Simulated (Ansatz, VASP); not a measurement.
WS2 in VASP and in Ansatz

```
W S
1.0
     3.05997    0.00000    0.00000
    -1.52999    2.65002    0.00000
     0.00000    0.00000   12.34853
W S
2 4
Direct
  0.33333 0.66667 0.25000
  0.66667 0.33333 0.75000
  0.33333 0.66667 0.63968
  0.66667 0.33333 0.13968
  0.33333 0.66667 0.86032
  0.66667 0.33333 0.36032
```

Alike in both runs: task single point; functional PBEsol; k mesh 12 × 12 × 2; occupations gaussian, width 0.05 eV; no spin polarisation.

```csv
,VASP,Ansatz
version,VASP 6.6.1,Ansatz 0.2.0
potentials or method,"VASP PAW PBE potentials, release 64 (W_sv, S), cutoff 520 eV","scalar-relativistic, plane waves, PAW"
valence electrons in the cell,52,52
```

```tsv
	VASP	Ansatz	Ansatz less VASP
gap on the k mesh at the Fermi level (eV)	none	none	-
rms of the force components (eV/Å)	3.169	3.160	-0.0085
```

VASP's potentials were made for PBE, not for PBEsol, and Ansatz warns of the same on its side. Atom by atom the forces differ by 0.008 eV/Å (rms over components). A gap of «none» marks a metal or a gap that the smearing closes.

Spin-orbit coupling is off throughout.
